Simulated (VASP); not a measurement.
Input of a VASP 6.6.1 run:

File INCAR:

```
SYSTEM = Co2Pd
PREC = Accurate
ENCUT = 520
EDIFF = 1E-6
ISMEAR = -1
SIGMA = 0.05
LREAL = .False.
LASPH = .True.
NELM = 150
ALGO = Normal
ISIF = 2
LWAVE = .False.
LCHARG = .True.
ISPIN = 2
MAGMOM = 0 2 -2
LORBIT = 11
LMAXMIX = 4
GGA = PS
LELF = .True.
LVHAR = .True.
NBANDS = 25
```

Contents of KPOINTS:

```
Automatic mesh
0
Gamma
  12 12 4
  0 0 0
```

Contents of POSCAR:

```
Co2Pd
1.0
    2.6379305253      0.0000000000      0.0000000000
   -1.3189652627      2.2845148484      0.0000000000
    0.0000000000      0.0000000000      6.3193440000
Pd Co
1 2
Direct
    0.0000000000      0.0000000000      0.0000000000
    0.6666666667      0.3333333333      0.3497780000
    0.3333333333      0.6666666667      0.6502220000
```

Potentials or basis: VASP PAW PBE potentials, release 64 (Pd, Co).

Command:

```bash
$ cat potpaw_PBE.64/Pd/POTCAR potpaw_PBE.64/Co/POTCAR > POTCAR
$ mpirun -np 1 vasp_std > vasp.out
```

What does it give for the pressure?

-11.9 GPa.

Estimate the site moments.

Pd +0.00; Co +1.48, -1.48 μB.

Predict the largest force.

0.305 eV/Å.

Forces in eV/Å, atoms in the order of the input:
```
Pd   0.000  0.000  0.000
Co   0.000  0.000 -0.305
Co   0.000  0.000  0.305
```

Caveat: the cell stands under tension; the PAW data sets were made with another functional, which shifts forces and pressure a little.
